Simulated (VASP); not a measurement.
Set up this calculation in VASP 6.6.1, as the native input.

- Task: relaxation of cell and atoms
- Functional: PBEsol
- Potentials or basis: VASP PAW PBE potentials, release 64 (La)
- Cutoff: 600 eV
- k mesh: 12 × 12 × 4
- Occupations: gaussian, width 0.1 eV
- Spin: no spin polarisation
- Further INCAR settings: ALGO = Fast; EDIFF = 1e-07; IBRION = 2; EDIFFG = -0.005; NSW = 90; ISIF = 3

The structure of La lies in POSCAR:

```
La
1.0
    3.7963115000      0.0000000000      0.0000000000
   -1.8981557500      3.2877022000      0.0000000000
    0.0000000000      0.0000000000     12.0412575300
La
4
Direct
    0.0000000000      0.0000000000      0.0000000000
    0.0000000000      0.0000000000      0.5000000000
    0.3333333300      0.6666666700      0.2500000000
    0.6666666700      0.3333333300      0.7500000000
```

The input as run:

INCAR

```
SYSTEM = La
PREC     = Accurate       ! precision mode
ENCUT    = 600            ! plane-wave cutoff, eV
EDIFF    = 1E-7           ! SCF threshold, eV
ISMEAR   = 0              ! smearing method
SIGMA    = 0.1            ! smearing width, eV
LREAL    = .FALSE.        ! projectors in reciprocal space
LASPH    = .TRUE.         ! aspherical terms in the spheres
NELM     = 60             ! most SCF steps
ALGO     = Fast           ! electronic algorithm
ISIF     = 3              ! what is computed and relaxed
LWAVE    = .FALSE.        ! write WAVECAR
LCHARG   = .FALSE.        ! write CHGCAR
GGA      = PS             ! functional
IBRION   = 2              ! ionic algorithm
NSW      = 90             ! ionic steps
EDIFFG   = -0.005         ! ionic threshold
```

KPOINTS

```
regular mesh
0
G
  12 12 4
  0 0 0
```

Potentials or basis: VASP PAW PBE potentials, release 64 (La).

Command:

```sh
$ cat potpaw_PBE.64/La/POTCAR > POTCAR
$ mpirun -np 1 vasp_std > vasp.out
```

It gave:

```
Relaxed volume                        : 34.07 Å³/atom
Relaxed cell                          : a = 3.657 Å, b = 3.657 Å, c = 11.763 Å, α = 90.00°, β = 90.00°, γ = 120.00°
Space group after relaxing (to 0.1 Å) : P6_3/mmc (No. 194)
Energy gained by relaxing             : 27.8 meV/atom
Ionic steps                           : 8
Pressure after relaxing               : 0.0 GPa
Band gap on the k mesh                : zero (bands 22 and 23 overlap by 1.27 eV)
```

Caveat: the PAW data sets were made with another functional, which shifts forces and pressure a little; spin-orbit coupling is left out, which moves the levels of the heavy elements.

Wall time 76 min on 1 thread of Intel(R) Xeon(R) Platinum 8375C CPU @ 2.90GHz (Ice Lake), on a shared host, peak memory 0.48 GiB.
